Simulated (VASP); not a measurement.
# SrTiO3 (Pm-3m) in VASP: single point with PBE

Aim: the single point of SrTiO3 with PBE.

Everything below comes from runs of VASP 6.6.1. Logs are shortened: lines on timing, memory, paths and dates and some standing lists are left out, and cuts for length are marked.

## Step 1: The cell of the first run

Symmetry: Pm-3m, No. 221, cubic system. Conventional cell: a = 3.905 Å, b = 3.905 Å, c = 3.905 Å, α = 90.00°, β = 90.00°, γ = 90.00°. Sr (site symmetry m-3m) has 12 O at 2.76 Å and 8 Ti at 3.38 Å within 3.6 Å. Ti (site symmetry m-3m) has 6 O at 1.95 Å within 2.6 Å. O (site symmetry 4/mmm) has 2 Ti at 1.95 Å within 2.6 Å.

## Step 2: Single point, PBE

INCAR

```
ALGO = Normal
EDIFF = 1E-6
ENCUT = 520
GGA = PE
ISIF = 2
ISMEAR = 0
LASPH = True
LCHARG = True
LELF = True
LREAL = Auto
LVHAR = True
LWAVE = False
NBANDS = 186
NELM = 100
PREC = Accurate
SIGMA = 0.05
```

KPOINTS

```
k-points
0
Gamma
  2 2 2
```

POSCAR

```
SrTiO3
1.0
    7.8105600000      0.0000000000      0.0000000000
    0.0000000000      7.8105600000      0.0000000000
    0.0000000000      0.0000000000      7.8105600000
Sr Ti O
8 8 24
Direct
    0.2500000000      0.2500000000      0.2500000000
    0.2500000000      0.2500000000      0.7500000000
    0.2500000000      0.7500000000      0.2500000000
    0.2500000000      0.7500000000      0.7500000000
    0.7500000000      0.2500000000      0.2500000000
    0.7500000000      0.2500000000      0.7500000000
    0.7500000000      0.7500000000      0.2500000000
    0.7500000000      0.7500000000      0.7500000000
    0.0000000000      0.0000000000      0.0000000000
    0.0000000000      0.0000000000      0.5000000000
    0.0000000000      0.5000000000      0.0000000000
    0.0000000000      0.5000000000      0.5000000000
    0.5000000000      0.0000000000      0.0000000000
    0.5000000000      0.0000000000      0.5000000000
    0.5000000000      0.5000000000      0.0000000000
    0.5000000000      0.5000000000      0.5000000000
    0.2500000000      0.0000000000      0.0000000000
    0.2500000000      0.0000000000      0.5000000000
    0.2500000000      0.5000000000      0.0000000000
    0.2500000000      0.5000000000      0.5000000000
    0.7500000000      0.0000000000      0.0000000000
    0.7500000000      0.0000000000      0.5000000000
    0.7500000000      0.5000000000      0.0000000000
    0.7500000000      0.5000000000      0.5000000000
    0.0000000000      0.2500000000      0.0000000000
    0.0000000000      0.2500000000      0.5000000000
    0.0000000000      0.7500000000      0.0000000000
    0.0000000000      0.7500000000      0.5000000000
    0.5000000000      0.2500000000      0.0000000000
    0.5000000000      0.2500000000      0.5000000000
    0.5000000000      0.7500000000      0.0000000000
    0.5000000000      0.7500000000      0.5000000000
    0.0000000000      0.0000000000      0.2500000000
    0.0000000000      0.0000000000      0.7500000000
    0.0000000000      0.5000000000      0.2500000000
    0.0000000000      0.5000000000      0.7500000000
    0.5000000000      0.0000000000      0.2500000000
    0.5000000000      0.0000000000      0.7500000000
    0.5000000000      0.5000000000      0.2500000000
    0.5000000000      0.5000000000      0.7500000000
```

Potentials or basis: VASP PAW PBE potentials, release 64 (Sr_sv, Ti_sv, O).

Run with:

```console
$ cat potpaw_PBE.64/Sr_sv/POTCAR potpaw_PBE.64/Ti_sv/POTCAR potpaw_PBE.64/O/POTCAR > POTCAR
$ mpirun -np 1 vasp_std > vasp.out
```

OUTCAR:

```text
EDIFF = 1E-6
   ENCUT = 520
   GGA = PE
   ISIF = 2
   ISMEAR = 0
   LASPH = True
   LREAL = Auto
   NELM = 100
   PREC = Accurate

 ion  position               nearest neighbor table
   1  0.250  0.250  0.250-  17 2.76  18 2.76  19 2.76  20 2.76  25 2.76  26 2.76  29 2.76  30 2.76
                            33 2.76  35 2.76  37 2.76  39 2.76  13 3.38  14 3.38  15 3.38  16 3.38
   2  0.250  0.250  0.750-  17 2.76  18 2.76  19 2.76  20 2.76  25 2.76  26 2.76  29 2.76  30 2.76
                            34 2.76  36 2.76  38 2.76  40 2.76  13 3.38  14 3.38  15 3.38  16 3.38
   3  0.250  0.750  0.250-  17 2.76  18 2.76  19 2.76  20 2.76  27 2.76  28 2.76  31 2.76  32 2.76
                            33 2.76  35 2.76  37 2.76  39 2.76  13 3.38  14 3.38  15 3.38  16 3.38
   4  0.250  0.750  0.750-  17 2.76  18 2.76  19 2.76  20 2.76  27 2.76  28 2.76  31 2.76  32 2.76
                            34 2.76  36 2.76  38 2.76  40 2.76  13 3.38  14 3.38  15 3.38  16 3.38
   5  0.750  0.250  0.250-  21 2.76  22 2.76  23 2.76  24 2.76  25 2.76  26 2.76  29 2.76  30 2.76
                            33 2.76  35 2.76  37 2.76  39 2.76  13 3.38  14 3.38  15 3.38  16 3.38
   6  0.750  0.250  0.750-  21 2.76  22 2.76  23 2.76  24 2.76  25 2.76  26 2.76  29 2.76  30 2.76
                            34 2.76  36 2.76  38 2.76  40 2.76  13 3.38  14 3.38  15 3.38  16 3.38
   7  0.750  0.750  0.250-  21 2.76  22 2.76  23 2.76  24 2.76  27 2.76  28 2.76  31 2.76  32 2.76
                            33 2.76  35 2.76  37 2.76  39 2.76  13 3.38  14 3.38  15 3.38  16 3.38
   8  0.750  0.750  0.750-  21 2.76  22 2.76  23 2.76  24 2.76  27 2.76  28 2.76  31 2.76  32 2.76
                            34 2.76  36 2.76  38 2.76  40 2.76  13 3.38  14 3.38  15 3.38  16 3.38
   9  0.000  0.000  0.000-  17 1.95  21 1.95  25 1.95  27 1.95  33 1.95  34 1.95   7 3.38   8 3.38
[... 45 lines left out ...]
 A1 = (   7.8105600000,   0.0000000000,   0.0000000000)
 A2 = (   0.0000000000,   7.8105600000,   0.0000000000)
 A3 = (   0.0000000000,   0.0000000000,   7.8105600000)

Analysis of symmetry for initial positions (statically):
=====================================================================
 Subroutine PRICEL returns following result:

  LATTYP: Found a simple cubic cell.
 ALAT       =     3.9052800000

  Lattice vectors:

 A1 = (   3.9052800000,   0.0000000000,   0.0000000000)
 A2 = (   0.0000000000,   3.9052800000,   0.0000000000)
 A3 = (   0.0000000000,   0.0000000000,   3.9052800000)

   8 primitive cells build up your supercell.

 Routine SETGRP: Setting up the symmetry group for a
 simple cubic supercell.

 Subroutine GETGRP returns: Found 48 space group operations
 (whereof 48 operations were pure point group operations)
 out of a pool of 48 trial point group operations.

The static configuration has the point symmetry O_h .

Analysis of symmetry for dynamics (positions and initial velocities):
=====================================================================
 Subroutine PRICEL returns following result:

  LATTYP: Found a simple cubic cell.
 ALAT       =     3.9052800000

  Lattice vectors:

 A1 = (   3.9052800000,   0.0000000000,   0.0000000000)
 A2 = (   0.0000000000,   3.9052800000,   0.0000000000)
 A3 = (   0.0000000000,   0.0000000000,   3.9052800000)

   8 primitive cells build up your supercell.

 Routine SETGRP: Setting up the symmetry group for a
 simple cubic supercell.

 Subroutine GETGRP returns: Found 48 space group operations
 (whereof 48 operations were pure point group operations)
 out of a pool of 48 trial point group operations.

The dynamic configuration has the point symmetry O_h .

 Subroutine INISYM returns: Found 48 space group operations
 (whereof 48 operations are pure point group operations),
 and found     8 'primitive' translations

----------------------------------------------------------------------------------------

                                     Primitive cell

  volume of cell :      59.5603

  direct lattice vectors                    reciprocal lattice vectors
     3.905280000  0.000000000  0.000000000     0.256063586  0.000000000  0.000000000
     0.000000000  3.905280000  0.000000000     0.000000000  0.256063586  0.000000000
     0.000000000  0.000000000  3.905280000     0.000000000  0.000000000  0.256063586

  length of vectors
     3.905280000  3.905280000  3.905280000     0.256063586  0.256063586  0.256063586

  position of ions in fractional coordinates (direct lattice)
     0.500000000  0.500000000  0.500000000
     0.000000000  0.000000000  0.000000000
     0.500000000  0.000000000  0.000000000
     0.000000000  0.500000000  0.000000000
     0.000000000  0.000000000  0.500000000

  ion indices of the primitive-cell ions
   primitive index   ion index
                 1           1
                 2           9
                 3          17
                 4          25
                 5          33

----------------------------------------------------------------------------------------

 KPOINTS: k-points

Automatic generation of k-mesh.
 Grid dimensions read from file:
 generate k-points for:    2    2    2

 Generating k-lattice:

  Cartesian coordinates                     Fractional coordinates (reciprocal lattice)
     0.064015896  0.000000000  0.000000000     0.500000000  0.000000000  0.000000000
     0.000000000  0.064015896  0.000000000     0.000000000  0.500000000  0.000000000
     0.000000000  0.000000000  0.064015896     0.000000000  0.000000000  0.500000000

  Length of vectors
     0.064015896  0.064015896  0.064015896

  Shift w.r.t. Gamma in fractional coordinates (k-lattice)
     0.000000000  0.000000000  0.000000000

 Subroutine IBZKPT returns following result:
 ===========================================

 Found      4 irreducible k-points:

 Following reciprocal coordinates:
            Coordinates               Weight
  0.000000  0.000000  0.000000      1.000000
  0.500000  0.000000  0.000000      3.000000
  0.500000  0.500000  0.000000      3.000000
  0.500000  0.500000  0.500000      1.000000
   k-points           NKPTS =      4   k-points in BZ     NKDIM =      4   number of bands    NBANDS=    186
   number of dos      NEDOS =    301   number of ions     NIONS =     40
   total plane-waves  NPLWV = 216000
   dimension x,y,z NGX =    60 NGY =   60 NGZ =   60
   dimension x,y,z NGXF=   120 NGYF=  120 NGZF=  120
   ions per type =               8   8  24
   NGX,Y,Z   is equivalent  to a cutoff of  12.77, 12.77, 12.77 a.u.
   NGXF,Y,Z  is equivalent  to a cutoff of  25.54, 25.54, 25.54 a.u.
 SYSTEM =  unknown system
   PREC   = accura    normal or accurate (medium, high low for compatibility)
   ISTART =      0    job   : 0-new  1-cont  2-samecut
   ICHARG =      2    charge: 1-file 2-atom 10-const
   ISPIN  =      1    spin polarized calculation?
   LNONCOLLINEAR =      F non collinear calculations
   LSORBIT =      F    spin-orbit coupling
   LASPH  =      T    aspherical Exc in radial PAW
   ENCUT  =  520.0 eV  38.22 Ry    6.18 a.u.  14.52 14.52 14.52*2*pi/ulx,y,z
   NELM   =    100;   NELMIN=  2; NELMDL= -5     # of ELM steps
   EDIFF  = 0.1E-05   stopping-criterion for ELM
   LREAL  =      T    real-space projection
   EDIFFG = 0.1E-04   stopping-criterion for IOM
   NSW    =      0    number of steps for IOM
   IBRION =     -1    ionic relax: 0-MD 1-quasi-New 2-CG
   NFREE  =      0    steps in history (QN), initial steepest desc. (CG)
   ISIF   =      2    stress and relaxation
   ISYM   =      2    0-nonsym 1-usesym 2-fastsym
   POTIM  = 0.5000    time-step for ionic-motion
   TEBEG  =    0.0;   TEEND  =   0.0 temperature during run
   PSTRESS=    0.0 pullay stress
   NELECT =     320.0000    total number of electrons
   NUPDOWN=      -1.0000    fix difference up-down
   EMIN   =  10.00;   EMAX   =-10.00  energy-range for DOS
   EFERMI =   0.00;   METHOD = LEGACY
   ISMEAR =     0;   SIGMA  =   0.05  broadening in eV -4-tet -1-fermi 0-gaus
   EFERMI_NEDOS =   21; number of points for ismear=-14 and -15
   IALGO  =     38    algorithm
   IMIX   =      4    mixing-type and parameters
     AMIX     =   0.40;   BMIX     =  1.00
     AMIX_MAG =   1.60;   BMIX_MAG =  1.00
  volume/ion in A,a.u.               =      11.91        80.39
  Fermi-wavevector in a.u.,A,eV,Ry     =   1.433648  2.709203 27.964703  2.055348
  Thomas-Fermi vector in A             =   2.553143
   LORBIT       =      0    0 simple, 1 ext, 2 COOP (PROOUT), +10 PAW based schemes
   GGA     = PE    functional components
   LHFCALC =     F    Hartree Fock is set to
   AEXX    =    0.0000 exact exchange contribution
   IVDW    =     0    specifies the selected vdW correction
   LEPSILON=     F    determine dielectric tensor
   LRPA    =     F    only Hartree local field effects (RPA)
 non-spin polarized calculation
 Gauss-broadening in eV      SIGMA  =   0.05
  energy-cutoff  :      520.00
  volume of cell :      476.48
 maximum number of plane-waves:     12893
 NGX is ok and might be reduce to    60
   NGX = 29   NGY = 29   NGZ = 29

 number of electron     320.0000037 magnetization

 Free energy of the ion-electron system (eV)
  ---------------------------------------------------
  ext. energy  EPLUGINS =         0.00000000
  ---------------------------------------------------
  free energy    TOTEN  =      -320.49468449 eV

  energy without entropy =     -320.49468449  energy(sigma->0) =     -320.49468449

 E-fermi :   4.5657     XC(G=0): -11.2698

 val. band max:        4.1685384434   @ k =   0.0000   0.0000   0.0000
 cond. band min:       6.0049422632   @ k =   0.0000   0.0000   0.0000
 fundamental gap:      1.8364038198
 Fermi energy:         4.5657028417

 k-point     1 :       0.0000    0.0000    0.0000
  band No.  band energies     occupation
      1     -52.3230      2.00000
      2     -52.3215      2.00000
      3     -52.3215      2.00000
      4     -52.3215      2.00000
      5     -52.3200      2.00000
      6     -52.3200      2.00000
[... 689 lines left out ...]
    171       7.5511      0.00000
    172       7.5511      0.00000
 [bands above 172 left out]

------------------------ aborting loop because EDIFF is reached ----------------------------------------

  FORCE on cell =-STRESS in cart. coord.  units (eV):
  Direction    XX          YY          ZZ          XY          YZ          ZX
  --------------------------------------------------------------------------------------
  -------------------------------------------------------------------------------------
  Total       14.6805179     14.6805179     14.6805179     -0.0000000      0.0000000     -0.0000000
  in kB       49.3634426     49.3634426     49.3634426     -0.0000000      0.0000000     -0.0000000
  external PRESSURE =      49.3634426 kB  Pullay stress =       0.0000000 kB

 VOLUME and BASIS-vectors are now :
 -----------------------------------------------------------------------------
  energy-cutoff  :      520.00
  volume of cell :      476.48
      direct lattice vectors                 reciprocal lattice vectors
     7.810560000  0.000000000  0.000000000     0.128031793  0.000000000  0.000000000
     0.000000000  7.810560000  0.000000000     0.000000000  0.128031793  0.000000000
     0.000000000  0.000000000  7.810560000     0.000000000  0.000000000  0.128031793

 POSITION                                       TOTAL-FORCE (eV/Angst)
 -----------------------------------------------------------------------------------
      1.95264      1.95264      1.95264        -0.000000      0.000000     -0.000000
      1.95264      1.95264      5.85792        -0.000000      0.000000      0.000000
      1.95264      5.85792      1.95264        -0.000000      0.000000     -0.000000
      1.95264      5.85792      5.85792        -0.000000     -0.000000      0.000000
      5.85792      1.95264      1.95264         0.000000     -0.000000     -0.000000
      5.85792      1.95264      5.85792         0.000000     -0.000000     -0.000000
[... 32 lines left out ...]
      3.90528      3.90528      1.95264        -0.000000      0.000000     -0.000000
      3.90528      3.90528      5.85792         0.000000     -0.000000      0.000000
 -----------------------------------------------------------------------------------
    total drift:                                0.000000     -0.000000      0.000000

  FREE ENERGIE OF THE ION-ELECTRON SYSTEM (eV)
  ---------------------------------------------------
  free  energy   TOTEN  =      -320.4946844916 eV

  energy  without entropy=     -320.4946844916  energy(sigma->0) =     -320.49468449
```

Run time: 11 min. Hardware: 1 thread of AMD EPYC 7R13 (Zen 3), shared host; peak memory 0.59 GiB.

Results:

* Free energy: -320.4947 eV
* Pressure: 4.9 GPa
* Band gap on the k mesh: 1.84 eV

Caveat: the cell stands under pressure.
